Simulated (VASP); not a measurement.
Set up this calculation in VASP 6.6.1, as the native input.

- Task: single point
- Functional: PBE
- Potentials or basis: VASP PAW PBE potentials, release 64 (Mg, O)
- Cutoff: 520 eV
- k mesh: 9 × 9 × 6
- Occupations: gaussian, width 0.05 eV
- Spin: no spin polarisation
- Dipole correction: no
- Further INCAR settings: ALGO = Normal; EDIFF = 1e-07; NBANDS = 16

The structure of MgO lies in POSCAR:

```
MgO
1.0
    3.6547980344      0.0000000000      0.0000000000
   -1.8273990172      3.1651479435      0.0000000000
    0.0000000000      0.0000000000      4.0612115758
Mg O
2 2
Direct
    0.6666666667      0.3333333333      0.7500000000
    0.3333333333      0.6666666667      0.2500000000
    0.6666666667      0.3333333333      0.2500000000
    0.3333333333      0.6666666667      0.7500000000
```

This cell differs from its parent crystal: volume 11.745 Å^3 an atom, c/a of the conventional cell 1.1112.

The input as run:

INCAR

```
SYSTEM = MgO
PREC = Accurate
ENCUT = 520
EDIFF = 1E-7
ISMEAR = 0
SIGMA = 0.05
LREAL = .False.
LASPH = .True.
NELM = 80
ALGO = Normal
ISIF = 2
LWAVE = .False.
LCHARG = .False.
GGA = PE
NBANDS = 16
```

KPOINTS

```
regular mesh
0
Gamma
  9 9 6
  0 0 0
```

Potentials or basis: VASP PAW PBE potentials, release 64 (Mg, O).

Command:

```console
$ cat potpaw_PBE.64/Mg/POTCAR potpaw_PBE.64/O/POTCAR > POTCAR
$ mpirun -np 1 vasp_std > vasp.out
```

It gave:

| Property | Result |
| --- | --- |
| Pressure | -2.3 GPa |
| Band gap on the k mesh | 3.23 eV, direct |

It took 34 s on 1 thread of Intel Xeon 6975P-C (shared host), peak memory 0.18 GiB.
